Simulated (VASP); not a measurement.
Runs of VASP 6.6.1 on AlGa. The structure is that of space group Fm-3m (No. 225), or close to it. The cells are those of the table. 

```tsv
task	cell	k mesh	cutoff (eV)	gap on the mesh (eV)	pressure (GPa)	relaxed volume (Å³/atom)
single point	a = 3.799 Å, angles 60.0°, 2 atoms	6 × 6 × 6	520	none	0.2	-
single point	a = 3.760 Å, angles 60.0°, 2 atoms	6 × 6 × 6	520	none	(a)	-
relaxation of cell and atoms	relaxed from a = 3.760 Å, angles 60.0°, 2 atoms	6 × 6 × 6	600	none	-0.1	19.50
single point	a = 3.812 Å, angles 60.0°, 2 atoms	18 × 18 × 18	520	none	0.0	-
relaxation of cell and atoms	relaxed from a = 3.799 Å, angles 60.0°, 2 atoms	18 × 18 × 18	600	none	0.0	19.57
```

Alike in all rows: level PBE; potentials or basis VASP PAW PBE potentials, release 64 (Al, Ga_d); no spin polarisation; smearing gaussian 0.1 eV.

**Question.** Estimate the missing entries.

**Answer.** (a) 2.3.

A k mesh can miss the band edges, and the runs leave out spin-orbit coupling on Ga.

A gap of «none» marks levels without a gap at the run's occupations.
